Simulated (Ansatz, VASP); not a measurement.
## One calculation of Hf, two programs

File INCAR:

```
PREC     = Accurate       # precision mode
ENCUT    = 520            # plane-wave cutoff, eV
EDIFF    = 1E-6           # SCF threshold, eV
ISMEAR   = 0              # smearing method
SIGMA    = 0.05           # smearing width, eV
LREAL    = F              # projectors in reciprocal space
LASPH    = T              # aspherical terms in the spheres
NELM     = 80             # most SCF steps
ALGO     = Normal         # electronic algorithm
ISIF     = 2              # what is computed and relaxed
LWAVE    = F              # write WAVECAR
LCHARG   = F              # write CHGCAR
GGA      = PE             # functional
NBANDS   = 11             # bands
```

File KPOINTS:

```
regular mesh
0
Gamma
  13 13 13
```

POSCAR

```
Hf
1.0
    0.0000000000      2.2424017020      2.2424017020
    2.2424017020      0.0000000000      2.2424017020
    2.2424017020      2.2424017020      0.0000000000
Hf
1
Direct
    0.0000000000      0.0000000000      0.0000000000
```

Input for Ansatz:

```yaml
crystal:
  lattice:
    - [0.0, 2.242401702, 2.242401702]
    - [2.242401702, 0.0, 2.242401702]
    - [2.242401702, 2.242401702, 0.0]
  atoms:
    - { symbol: Hf, position: [0.0, 0.0, 0.0] }
kpoints:
  mp_grid: { grid: [13, 13, 13] }
scf:
  occupations: { method: gaussian, width: 0.05 }
hamiltonian:
  xc: pbe
  pseudopotentials: { kind: all_electron, lapw: { basis_error: 0.00025 } }
output:
  forces: true
  stress: true
  eigenvalues: true
```

Alike in both runs: task single point; functional PBE; k mesh 13 × 13 × 13; occupations gaussian, width 0.05 eV; no spin polarisation.

|  | VASP | Ansatz |
| --- | --- | --- |
| version | VASP 6.6.1 | Ansatz 0.2.0 |
| potentials or method | VASP PAW PBE potentials, release 64 (Hf_pv), cutoff 520 eV | all-electron LAPW, scalar-relativistic |

|  | VASP | Ansatz | Ansatz less VASP |
| --- | --- | --- | --- |
| pressure (GPa) | -0.5 | -0.1 | +0.41 |

Ansatz ran all-electron here, and VASP with PAW potentials.

Neither program's run includes spin-orbit coupling.
